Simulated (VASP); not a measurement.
Input of a VASP 6.6.1 run:

INCAR

```
PREC = Accurate
ENCUT = 520
EDIFF = 1E-7
ISMEAR = 1
SIGMA = 0.2
LREAL = F
LASPH = T
NELM = 100
ALGO = Normal
ISIF = 2
LWAVE = F
LCHARG = F
GGA = CA
NBANDS = 10
```

KPOINTS

```
regular mesh
0
Gamma
  4 4 2
```

File POSCAR:

```
Li
1.0
    3.0349463610      0.0000000000      0.0000000000
   -1.5174731805      2.6283454951      0.0000000000
    0.0000000000      0.0000000000      4.8153385188
Li
2
Direct
    0.3333333333      0.6666666667      0.2500000000
    0.6666666667      0.3333333333      0.7500000000
```

Potentials or basis: VASP PAW LDA potentials, release 64 (Li_sv).

Command:

```bash
$ cat potpaw_LDA.64/Li_sv/POTCAR > POTCAR
$ mpirun -np 1 vasp_std > vasp.out
```

**Question.** What does it give for the band gap on the k mesh?

**Answer.** Zero (band 3 reaches 1.39 eV, above the bottom of band 4 at -1.64 eV).

Caveat: the k points lie up to 0.65 Å⁻¹ apart.
